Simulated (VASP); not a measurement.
Here is a VASP 6.6.1 calculation.

Contents of INCAR:

```
  PREC = Accurate
  ENCUT = 520
  EDIFF = 1E-7
  ISMEAR = -1
  SIGMA = 0.1
  LREAL = False
  LASPH = True
  NELM = 100
  ALGO = Normal
  ISIF = 2
  LWAVE = False
  LCHARG = False
  GGA = PS
  NBANDS = 14
```

The input KPOINTS:

```
regular mesh
0
Gamma
  14 14 14
```

File POSCAR:

```
AlCu
1.0
    0.0000000000      2.3129779903      2.3129779903
    2.3129779903      0.0000000000      2.3129779903
    2.3129779903      2.3129779903      0.0000000000
Cu Al
1 1
Direct
    0.0000000000      0.0000000000      0.0000000000
    0.5000000000      0.5000000000      0.5000000000
```

Potentials or basis: VASP PAW PBE potentials, release 64 (Cu, Al).

Run with:

```console
$ cat potpaw_PBE.64/Cu/POTCAR potpaw_PBE.64/Al/POTCAR > POTCAR
$ mpirun -np 1 vasp_std > vasp.out
```

**Question.** Predict the band gap on the k mesh.

**Answer.** Zero (band 7 reaches 16.32 eV, above the bottom of band 8 at 7.90 eV).

**Question.** Predict the pressure.

**Answer.** 32.8 GPa.

Caveat: the PAW data sets were made with another functional, which shifts forces and pressure a little.
